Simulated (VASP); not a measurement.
A run of VASP 6.6.1:

The input POSCAR:

```
TiO
1.0
    2.8516080131      0.0000000000      0.0000000000
   -1.4258040066      2.4695649810      0.0000000000
    0.0000000000      0.0000000000      5.5675030000
Ti O
2 2
Direct
    0.3333333333      0.6666666667      0.2500000000
    0.6666666667      0.3333333333      0.7500000000
    0.0000000000      0.0000000000      0.0000000000
    0.0000000000      0.0000000000      0.5000000000
```

The input INCAR.step1:

```
ALGO = Normal ; EDIFF = 1E-4
ENCUT = 520 ; GGA = PE
ISMEAR = 0 ; LASPH = T
LCHARG = F ; LREAL = F
LWAVE = T ; NBANDS = 26
NELM = 100 ; PREC = Accurate
SIGMA = 0.1
```

File INCAR.step2:

```
ALGO = Normal ; EDIFF = 1E-6
ENCUT = 520 ; ISIF = 2
ISMEAR = 0 ; ISTART = 1
LASPH = T ; LCHARG = F
LMIXTAU = T ; LREAL = F
LWAVE = F ; METAGGA = R2SCAN
NBANDS = 26 ; NELM = 100
PREC = Accurate ; SIGMA = 0.1
```

The input KPOINTS:

```
k-points
0
Gamma
  12 12 4
```

Potentials or basis: VASP PAW PBE potentials, release 64 (Ti_sv, O).

Command:

```sh
$ cat potpaw_PBE.64/Ti_sv/POTCAR potpaw_PBE.64/O/POTCAR > POTCAR
$ cp INCAR.step1 INCAR
$ mpirun -np 1 vasp_std > vasp.out
$ cp INCAR.step2 INCAR
$ mpirun -np 1 vasp_std > vasp.out
```

Hardware: 1 thread of Intel(R) Xeon(R) Platinum 8559C (Emerald Rapids), with other jobs on the host.

Q: How long does it take, and how much memory?

A: Run time: 2 min on 1 thread of Intel(R) Xeon(R) Platinum 8559C (Emerald Rapids), on a shared host, peak memory 0.19 GiB. Counts: k points 57.
